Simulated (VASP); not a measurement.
# Cr (Im-3m) in VASP: notebook

Runs on Cr. Level: LDA. Tasks: single point.

All numbers are computed with VASP 6.6.1; they aren't measurements. Logs are shortened: lines on timing, memory, paths and dates and some standing lists are left out, and cuts for length are marked.

**1. The cell of the first run**

Symmetry: Im-3m, No. 229, cubic system. The conventional cell has a = 2.865 Å, b = 2.865 Å, c = 2.865 Å, α = 90.00°, β = 90.00°, γ = 90.00°. Within 3.3 Å of Cr (site symmetry m-3m) lie 14 Cr at 2.48 to 2.86 Å.

**2. Single point, LDA, collinear spin, ferromagnetic start (11.75 Å³/atom)**

File INCAR:

```
PREC     = Accurate       # precision mode
ENCUT    = 520            # plane-wave cutoff, eV
EDIFF    = 1E-6           # SCF threshold, eV
ISMEAR   = -1             # smearing method
SIGMA    = 0.08           # smearing width, eV
LREAL    = False          # projectors in reciprocal space
LASPH    = True           # aspherical terms in the spheres
NELM     = 150            # most SCF steps
ALGO     = Normal         # electronic algorithm
ISIF     = 2              # what is computed and relaxed
LWAVE    = False          # write WAVECAR
LCHARG   = True           # write CHGCAR
ISPIN    = 2              # spin polarisation
MAGMOM   = 3              # initial moments
LORBIT   = 11             # projections on sites
LMAXMIX  = 4              # l up to which the mixer works
GGA      = CA             # functional
LELF     = True           # ELF
LVHAR    = True         
NBANDS   = 16             # bands
```

File KPOINTS:

```
Automatic mesh
0
Gamma
  18 18 18
```

File POSCAR:

```
Cr
1.0
   -1.4322721916      1.4322721916      1.4322721916
    1.4322721916     -1.4322721916      1.4322721916
    1.4322721916      1.4322721916     -1.4322721916
Cr
1
Direct
    0.0000000000      0.0000000000      0.0000000000
```

Potentials or basis: VASP PAW LDA potentials, release 64 (Cr_pv).

On the command line:

```
> cat potpaw_LDA.64/Cr_pv/POTCAR > POTCAR
> mpirun -np 1 vasp_std > vasp.out
```

OUTCAR:

```text
PREC = Accurate
   ENCUT = 520
   EDIFF = 1E-6
   ISMEAR = -1
   LREAL = False
   LASPH = True
   NELM = 150
   ISIF = 2
   ISPIN = 2
   LORBIT = 11
   GGA = CA

 ion  position               nearest neighbor table
   1  0.000  0.000  0.000-

  LATTYP: Found a body centered cubic cell.
 ALAT       =     2.8645443832

  Lattice vectors:

 A1 = (  -1.4322721916,   1.4322721916,   1.4322721916)
 A2 = (   1.4322721916,  -1.4322721916,   1.4322721916)
 A3 = (   1.4322721916,   1.4322721916,  -1.4322721916)

Analysis of symmetry for initial positions (statically):
=====================================================================
 Subroutine PRICEL returns:
 Original cell was already a primitive cell.

 Routine SETGRP: Setting up the symmetry group for a
 body centered cubic supercell.

 Subroutine GETGRP returns: Found 48 space group operations
 (whereof 48 operations were pure point group operations)
 out of a pool of 48 trial point group operations.

The static configuration has the point symmetry O_h .

Analysis of symmetry for dynamics (positions and initial velocities):
=====================================================================
 Subroutine PRICEL returns:
 Original cell was already a primitive cell.

 Routine SETGRP: Setting up the symmetry group for a
 body centered cubic supercell.

 Subroutine GETGRP returns: Found 48 space group operations
 (whereof 48 operations were pure point group operations)
 out of a pool of 48 trial point group operations.

The dynamic configuration has the point symmetry O_h .

Analysis of structural, dynamic, and magnetic symmetry:
=====================================================================
 Subroutine PRICEL returns:
 Original cell was already a primitive cell.

 Routine SETGRP: Setting up the symmetry group for a
 body centered cubic supercell.

 Subroutine GETGRP returns: Found 48 space group operations
 (whereof 48 operations were pure point group operations)
 out of a pool of 48 trial point group operations.

The overall configuration has the point symmetry O_h .

 Subroutine INISYM returns: Found 48 space group operations
 (whereof 48 operations are pure point group operations),
 and found     1 'primitive' translations

----------------------------------------------------------------------------------------

                                     Primitive cell

  volume of cell :      11.7527

  direct lattice vectors                    reciprocal lattice vectors
    -1.432272192  1.432272192  1.432272192     0.000000000  0.349095656  0.349095656
     1.432272192 -1.432272192  1.432272192     0.349095656  0.000000000  0.349095656
     1.432272192  1.432272192 -1.432272192     0.349095656  0.349095656  0.000000000

  length of vectors
     2.480768206  2.480768206  2.480768206     0.493695811  0.493695811  0.493695811

  position of ions in fractional coordinates (direct lattice)
     0.000000000  0.000000000  0.000000000

  ion indices of the primitive-cell ions
   primitive index   ion index
                 1           1

----------------------------------------------------------------------------------------

 KPOINTS: Automatic mesh

Automatic generation of k-mesh.
 Grid dimensions read from file:
 generate k-points for:   18   18   18

 Generating k-lattice:

  Cartesian coordinates                     Fractional coordinates (reciprocal lattice)
     0.000000000  0.019394203  0.019394203     0.055555556  0.000000000  0.000000000
     0.019394203  0.000000000  0.019394203     0.000000000  0.055555556  0.000000000
     0.019394203  0.019394203  0.000000000     0.000000000  0.000000000  0.055555556

  Length of vectors
     0.027427545  0.027427545  0.027427545

  Shift w.r.t. Gamma in fractional coordinates (k-lattice)
     0.000000000  0.000000000  0.000000000

 Subroutine IBZKPT returns following result:
 ===========================================

 Found    195 irreducible k-points:

 Following reciprocal coordinates:
            Coordinates               Weight
  0.000000  0.000000  0.000000      1.000000
  0.055556  0.000000  0.000000     12.000000
  0.111111  0.000000  0.000000     12.000000
  0.166667  0.000000  0.000000     12.000000
  0.222222  0.000000  0.000000     12.000000
  0.277778  0.000000  0.000000     12.000000
[... 16 lines left out ...]
  0.333333  0.111111  0.000000     48.000000
  0.388889  0.111111  0.000000     48.000000
 [... further k-points ...]
   k-points           NKPTS =    195   k-points in BZ     NKDIM =    195   number of bands    NBANDS=     16
   number of dos      NEDOS =    301   number of ions     NIONS =      1
   total plane-waves  NPLWV =   5832
   dimension x,y,z NGX =    18 NGY =   18 NGZ =   18
   dimension x,y,z NGXF=    36 NGYF=   36 NGZF=   36
   ions per type =               1
   NGX,Y,Z   is equivalent  to a cutoff of  12.06, 12.06, 12.06 a.u.
   NGXF,Y,Z  is equivalent  to a cutoff of  24.13, 24.13, 24.13 a.u.
 SYSTEM =  unknown system
   PREC   = accura    normal or accurate (medium, high low for compatibility)
   ISTART =      0    job   : 0-new  1-cont  2-samecut
   ICHARG =      2    charge: 1-file 2-atom 10-const
   ISPIN  =      2    spin polarized calculation?
   LNONCOLLINEAR =      F non collinear calculations
   LSORBIT =      F    spin-orbit coupling
   LASPH  =      T    aspherical Exc in radial PAW
   ENCUT  =  520.0 eV  38.22 Ry    6.18 a.u.   4.61  4.61  4.61*2*pi/ulx,y,z
   NELM   =    150;   NELMIN=  2; NELMDL= -5     # of ELM steps
   EDIFF  = 0.1E-05   stopping-criterion for ELM
   LREAL  =      F    real-space projection
   EDIFFG = 0.1E-04   stopping-criterion for IOM
   NSW    =      0    number of steps for IOM
   IBRION =     -1    ionic relax: 0-MD 1-quasi-New 2-CG
   NFREE  =      0    steps in history (QN), initial steepest desc. (CG)
   ISIF   =      2    stress and relaxation
   ISYM   =      2    0-nonsym 1-usesym 2-fastsym
   POTIM  = 0.5000    time-step for ionic-motion
   TEBEG  =    0.0;   TEEND  =   0.0 temperature during run
   PSTRESS=    0.0 pullay stress
   NELECT =      12.0000    total number of electrons
   NUPDOWN=      -1.0000    fix difference up-down
   EMIN   =  10.00;   EMAX   =-10.00  energy-range for DOS
   EFERMI =   0.00;   METHOD = LEGACY
   ISMEAR =    -1;   SIGMA  =   0.08  broadening in eV -4-tet -1-fermi 0-gaus
   EFERMI_NEDOS =   21; number of points for ismear=-14 and -15
   IALGO  =     38    algorithm
   IMIX   =      4    mixing-type and parameters
     AMIX     =   0.40;   BMIX     =  1.00
     AMIX_MAG =   1.60;   BMIX_MAG =  1.00
  volume/ion in A,a.u.               =      11.75        79.31
  Fermi-wavevector in a.u.,A,eV,Ry     =   1.648503  3.115219 36.974669  2.717561
  Thomas-Fermi vector in A             =   2.737781
   LORBIT       =     11    0 simple, 1 ext, 2 COOP (PROOUT), +10 PAW based schemes
   GGA     = CA    functional components
   LHFCALC =     F    Hartree Fock is set to
   AEXX    =    0.0000 exact exchange contribution
   IVDW    =     0    specifies the selected vdW correction
   LEPSILON=     F    determine dielectric tensor
   LRPA    =     F    only Hartree local field effects (RPA)
 spin polarized calculation
  energy-cutoff  :      520.00
  volume of cell :       11.75
 maximum number of plane-waves:       329
   NGX =  9   NGY =  9   NGZ =  9

 number of electron      11.9999984 magnetization       0.0005527

 number of electron      11.9999984 magnetization      -0.0000091

 Free energy of the ion-electron system (eV)
  ---------------------------------------------------
  ext. energy  EPLUGINS =         0.00000000
  ---------------------------------------------------
  free energy    TOTEN  =       -10.57301229 eV

  energy without entropy =      -10.55542972  energy(sigma->0) =      -10.56422100

 E-fermi :  10.5509     XC(G=0): -13.9007

 val. band max:       10.5373192970   @ k =  -0.2222   0.3333   0.1111
 cond. band min:      10.5511058413   @ k =  -0.4444   0.4444   0.0556
 fundamental gap:      0.0137865443
 Fermi energy:        10.5509207723

 spin component 1

 k-point     1 :       0.0000    0.0000    0.0000
  band No.  band energies     occupation
      1     -31.8148      1.00000
      2     -31.8148      1.00000
      3     -31.8148      1.00000
      4       2.8164      1.00000
      5       9.6454      0.99999
      6       9.6454      0.99999
[... 8 lines left out ...]
     15      40.1420      0.00000
     16      44.3891      0.00000

 k-point     2 :       0.0556    0.0000    0.0000
  band No.  band energies     occupation
      1     -31.8430      1.00000
      2     -31.8235      1.00000
      3     -31.8150      1.00000
      4       2.9505      1.00000
      5       9.5940      0.99999
      6       9.6375      0.99999
[... 8 lines left out ...]
     15      40.4157      0.00000
     16      42.7290      0.00000

 k-point     3 :       0.1111    0.0000    0.0000
  band No.  band energies     occupation
      1     -31.9238      1.00000
      2     -31.8484      1.00000
      3     -31.8155      1.00000
      4       3.3415      1.00000
      5       9.4483      1.00000
      6       9.5989      0.99999
[... 8 lines left out ...]
     15      40.5318      0.00000
     16      40.7334      0.00000
[... 362 lines left out ...]
 k-point    23 :       0.3333    0.1111    0.0000
  band No.  band energies     occupation
      1     -32.5888      1.00000
      2     -32.0905      1.00000
      3     -31.8573      1.00000
      4       6.4920      1.00000
      5       8.3249      1.00000
      6       9.7433      0.99996
[... 8 lines left out ...]
     15      40.3445      0.00000
     16      41.6149      0.00000

 k-point    24 :       0.3889    0.1111    0.0000
  band No.  band energies     occupation
      1     -32.6515      1.00000
      2     -32.1204      1.00000
      3     -31.8584      1.00000
      4       6.5034      1.00000
      5       8.2220      1.00000
      6      10.2381      0.98037
[... 8 lines left out ...]
     15      40.6221      0.00000
     16      41.4199      0.00000

 [... further k-points ...]

 spin component 2

 k-point     1 :       0.0000    0.0000    0.0000
  band No.  band energies     occupation
      1     -31.8148      1.00000
      2     -31.8148      1.00000
      3     -31.8148      1.00000
      4       2.8164      1.00000
      5       9.6454      0.99999
      6       9.6454      0.99999
[... 8 lines left out ...]
     15      40.1420      0.00000
     16      44.3891      0.00000

 k-point     2 :       0.0556    0.0000    0.0000
  band No.  band energies     occupation
      1     -31.8430      1.00000
      2     -31.8235      1.00000
      3     -31.8150      1.00000
      4       2.9504      1.00000
      5       9.5940      0.99999
      6       9.6375      0.99999
[... 8 lines left out ...]
     15      40.4157      0.00000
     16      42.7290      0.00000

 k-point     3 :       0.1111    0.0000    0.0000
  band No.  band energies     occupation
      1     -31.9238      1.00000
      2     -31.8484      1.00000
      3     -31.8154      1.00000
      4       3.3414      1.00000
      5       9.4483      1.00000
      6       9.5989      0.99999
[... 8 lines left out ...]
     15      40.5317      0.00000
     16      40.7334      0.00000
[... 362 lines left out ...]
 k-point    23 :       0.3333    0.1111    0.0000
  band No.  band energies     occupation
      1     -32.5888      1.00000
      2     -32.0905      1.00000
      3     -31.8573      1.00000
      4       6.4919      1.00000
      5       8.3249      1.00000
      6       9.7433      0.99996
[... 8 lines left out ...]
     15      40.3445      0.00000
     16      41.6149      0.00000

 k-point    24 :       0.3889    0.1111    0.0000
  band No.  band energies     occupation
      1     -32.6515      1.00000
      2     -32.1204      1.00000
      3     -31.8584      1.00000
      4       6.5034      1.00000
      5       8.2220      1.00000
      6      10.2381      0.98037
[... 8 lines left out ...]
     15      40.6221      0.00000
     16      41.4199      0.00000

 [... further k-points ...]

------------------------ aborting loop because EDIFF is reached ----------------------------------------

  FORCE on cell =-STRESS in cart. coord.  units (eV):
  Direction    XX          YY          ZZ          XY          YZ          ZX
  --------------------------------------------------------------------------------------
  -------------------------------------------------------------------------------------
  Total       -1.4974037     -1.4974037     -1.4974037      0.0000000      0.0000000      0.0000000
  in kB     -204.1328115   -204.1328115   -204.1328115      0.0000000      0.0000000      0.0000000
  external PRESSURE =    -204.1328115 kB  Pullay stress =       0.0000000 kB

 VOLUME and BASIS-vectors are now :
 -----------------------------------------------------------------------------
  energy-cutoff  :      520.00
  volume of cell :       11.75
      direct lattice vectors                 reciprocal lattice vectors
    -1.432272192  1.432272192  1.432272192     0.000000000  0.349095656  0.349095656
     1.432272192 -1.432272192  1.432272192     0.349095656  0.000000000  0.349095656
     1.432272192  1.432272192 -1.432272192     0.349095656  0.349095656  0.000000000

 POSITION                                       TOTAL-FORCE (eV/Angst)
 -----------------------------------------------------------------------------------
      0.00000      0.00000      0.00000        -0.000000      0.000000      0.000000
 -----------------------------------------------------------------------------------
    total drift:                                0.000000     -0.000000      0.000000

  FREE ENERGIE OF THE ION-ELECTRON SYSTEM (eV)
  ---------------------------------------------------
  free  energy   TOTEN  =       -10.5730122865 eV

  energy  without entropy=      -10.5554297187  energy(sigma->0) =      -10.56422100

 total charge

# of ion       s       p       d       tot
------------------------------------------
    1        0.421   6.388   4.215  11.025

 magnetization (x)

# of ion       s       p       d       tot
------------------------------------------
    1       -0.000  -0.000   0.000   0.000
```

Run time: 53 s. Hardware: 1 thread of Intel Xeon 8259CL, shared host; peak memory 0.13 GiB.

What came out:

- Free energy: -10.5730 eV
- Pressure: -20.4 GPa
- Band gap on the k mesh: zero (filled and empty bands overlap)
- Net moment: 0.00 μB per cell
- Valence electrons inside the program's atomic spheres: Cr 11.03

Levels at points of the mesh, in eV from the Fermi level:
Spin up:
| k point | band 3 | band 4 | band 5 | band 6 | band 7 | band 8 | band 9 | band 10 |
| --- | --- | --- | --- | --- | --- | --- | --- | --- |
| (0.00, 0.00, 0.00) | -42.37 | -7.73 | -0.91 | -0.91 | -0.91 | 1.05 | 1.05 | 5.32 |
| (0.50, 0.00, 0.00) | -42.37 | -4.36 | -2.42 | 1.06 | 1.15 | 1.38 | 2.79 | 5.32 |
| (0.50, 0.50, 0.50) | -42.98 | -4.25 | -4.25 | 2.40 | 2.40 | 2.40 | 5.32 | 10.44 |
Spin down:
```
           k point  band 3  band 4  band 5  band 6  band 7  band 8  band 9  band 10
(0.00, 0.00, 0.00)  -42.37   -7.73   -0.91   -0.91   -0.91    1.05    1.05     5.32
(0.50, 0.00, 0.00)  -42.37   -4.36   -2.42    1.06    1.15    1.38    2.79     5.32
(0.50, 0.50, 0.50)  -42.98   -4.25   -4.25    2.40    2.40    2.40    5.32    10.44
```

Caveat: the cell stands under tension.

**3. Single point, LDA, collinear spin, ferromagnetic start (12.11 Å³/atom)**

This run uses another cell than the first one, of 12.11 Å³/atom.

File INCAR:

```
  PREC = Accurate
  ENCUT = 520
  EDIFF = 1E-6
  ISMEAR = -1
  SIGMA = 0.08
  LREAL = False
  LASPH = True
  NELM = 150
  ALGO = Normal
  ISIF = 2
  LWAVE = False
  LCHARG = True
  ISPIN = 2
  MAGMOM = 3
  LORBIT = 11
  LMAXMIX = 4
  LELF = True
  LVHAR = True
  NBANDS = 16
```

File KPOINTS:

```
regular mesh
0
Gamma
  18 18 18
```

File POSCAR:

```
Cr
1.0
   -1.4467405668      1.4467405668      1.4467405668
    1.4467405668     -1.4467405668      1.4467405668
    1.4467405668      1.4467405668     -1.4467405668
Cr
1
Direct
    0.0000000000      0.0000000000      0.0000000000
```

Potentials or basis: VASP PAW LDA potentials, release 64 (Cr_pv).

On the command line:

```
> cat potpaw_LDA.64/Cr_pv/POTCAR > POTCAR
> mpirun -np 1 vasp_std > vasp.out
```

OUTCAR:

```text
PREC = Accurate
   ENCUT = 520
   EDIFF = 1E-6
   ISMEAR = -1
   LREAL = False
   LASPH = True
   NELM = 150
   ISIF = 2
   ISPIN = 2
   LORBIT = 11

 ion  position               nearest neighbor table
   1  0.000  0.000  0.000-

  LATTYP: Found a body centered cubic cell.
 ALAT       =     2.8934811336

  Lattice vectors:

 A1 = (  -1.4467405668,   1.4467405668,   1.4467405668)
 A2 = (   1.4467405668,  -1.4467405668,   1.4467405668)
 A3 = (   1.4467405668,   1.4467405668,  -1.4467405668)

Analysis of symmetry for initial positions (statically):
=====================================================================
 Subroutine PRICEL returns:
[... 1117 lines left out ...]
  Total       -1.9895363     -1.9895363     -1.9895363     -0.0000000     -0.0000000      0.0000000
  in kB     -263.1664297   -263.1664297   -263.1664297     -0.0000000     -0.0000000      0.0000000
  external PRESSURE =    -263.1664297 kB  Pullay stress =       0.0000000 kB

 VOLUME and BASIS-vectors are now :
 -----------------------------------------------------------------------------
  energy-cutoff  :      520.00
  volume of cell :       12.11
      direct lattice vectors                 reciprocal lattice vectors
    -1.446740567  1.446740567  1.446740567     0.000000000  0.345604465  0.345604465
     1.446740567 -1.446740567  1.446740567     0.345604465  0.000000000  0.345604465
     1.446740567  1.446740567 -1.446740567     0.345604465  0.345604465  0.000000000

 POSITION                                       TOTAL-FORCE (eV/Angst)
 -----------------------------------------------------------------------------------
      0.00000      0.00000      0.00000        -0.000000      0.000000     -0.000000
 -----------------------------------------------------------------------------------
    total drift:                                0.000000     -0.000000      0.000000

  FREE ENERGIE OF THE ION-ELECTRON SYSTEM (eV)
  ---------------------------------------------------
  free  energy   TOTEN  =       -10.5205827510 eV

  energy  without entropy=      -10.5024778249  energy(sigma->0) =      -10.51153029

 total charge

# of ion       s       p       d       tot
------------------------------------------
    1        0.412   6.370   4.182  10.964

 magnetization (x)

# of ion       s       p       d       tot
------------------------------------------
    1        0.000  -0.000  -0.000  -0.000
```

stdout:

```text
POSCAR found type information on POSCAR Cr
 POSCAR found :  1 types and       1 ions
 scaLAPACK will be used
 LDA part: xc-table for (Slater(with rela. corr.)+CA(PZ))
 , standard interpolation
 POSCAR, INCAR and KPOINTS ok, starting setup
 FFT: planning ... GRIDC
 FFT: planning ... GRID_SOFT
 FFT: planning ... GRID
 WAVECAR not read
 entering main loop
```

Run time: 64 s. Hardware: 1 thread of Intel Xeon 8259CL, shared host; peak memory 0.13 GiB.

What came out:

```
Free energy                                           : -10.5206 eV
Pressure                                              : -26.3 GPa
Band gap on the k mesh                                : zero (filled and empty bands overlap)
Net moment                                            : 0.00 μB per cell
Valence electrons inside the program's atomic spheres : Cr 10.96
```

Levels at points of the mesh, in eV from the Fermi level:
Spin up:
```
           k point  band 4  band 5  band 6  band 7  band 8  band 9
(0.00, 0.00, 0.00)   -7.62   -0.86   -0.86   -0.86    1.01    1.01
(0.50, 0.00, 0.00)   -4.21   -2.31    1.02    1.09    1.32    2.67
(0.50, 0.50, 0.50)   -4.07   -4.07    2.30    2.30    2.30    5.31
```
Spin down:
| k point | band 4 | band 5 | band 6 | band 7 | band 8 | band 9 |
| --- | --- | --- | --- | --- | --- | --- |
| (0.00, 0.00, 0.00) | -7.62 | -0.86 | -0.86 | -0.86 | 1.01 | 1.01 |
| (0.50, 0.00, 0.00) | -4.21 | -2.31 | 1.02 | 1.09 | 1.32 | 2.67 |
| (0.50, 0.50, 0.50) | -4.07 | -4.07 | 2.30 | 2.30 | 2.30 | 5.31 |

Caveat: the cell stands under tension.
